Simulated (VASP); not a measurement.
Runs of VASP 6.6.1 on Nb. The structure is cubic, space group Fm-3m (No. 225). The conventional cell has a = 4.230 Å, b = 4.230 Å, c = 4.230 Å, α = 90.00°, β = 90.00°, γ = 90.00°. Nb (site symmetry m-3m) has 12 Nb at 2.99 Å within 3.9 Å. 

```csv
k mesh,gap on the mesh (eV),pressure (GPa)
6 × 6 × 6,none,-13.7
4 × 4 × 4,none,(b)
7 × 7 × 7,none,-14.3
3 × 3 × 3,none,-2.6
9 × 9 × 9,none,-12.1
11 × 11 × 11,none,(a)
```

Alike in all rows: task single point; level PBEsol+D3(BJ); potentials or basis VASP PAW PBE potentials, release 64 (Nb_sv); no spin polarisation; cell as given; cutoff (eV) 500; smearing methfessel-paxton 0.1 eV.

Q: Fill in the values left out.

A: (a) -13.9; (b) -11.9.

Caveats: some runs use coarse meshes; three body term missing; the PAW data sets were made with another functional, which shifts forces and pressure a little; pairwise dispersion overbinds metals, which lowers pressure and volume.

A k mesh can miss the band edges, and the runs leave out spin-orbit coupling on Nb.

A gap of «none» marks levels without a gap at the run's occupations.
